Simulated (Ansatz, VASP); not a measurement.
## BP in VASP and in Ansatz

```
B P
1.0
     0.00000    2.30303    2.26900
     2.26900    0.00000    2.26900
     2.26900    2.30303    0.00000
B P
1 1
Direct
  0.00000 0.00000 0.00000
  0.75000 0.75000 0.75000
```

Change from the starting cell: strain +0.0150 x Voigt [0, 1, 0, 0, 0, 0], atoms carried along.

Alike in both runs: task single point; functional PBEsol; k mesh 10 × 10 × 10; occupations gaussian, width 0.05 eV; no spin polarisation.

|  | VASP | Ansatz |
| --- | --- | --- |
| version | VASP 6.6.1 | Ansatz 0.2.0 |
| potentials or method | VASP PAW PBE potentials, release 64 (B, P), cutoff 520 eV | scalar-relativistic, plane waves, PAW |
| valence electrons in the cell | 8 | 8 |

VASP gave:

```
gap on the k mesh at the Fermi level (eV)                     : 1.04
least direct gap on the mesh (eV)                             : 3.26
pressure (GPa)                                                : -4.2
traceless stress, the component that is largest in VASP (GPa) : -2.63
```

Question: Which values does Ansatz return?

Answer: gap on the k mesh at the Fermi level (eV): 1.04; least direct gap on the mesh (eV): 3.27; pressure (GPa): -4.3; traceless stress, the component that is largest in VASP (GPa): -2.63.

VASP's potentials were made for PBE, not for PBEsol. With one functional, cell and mesh, what is left measures potentials, basis and numerics.
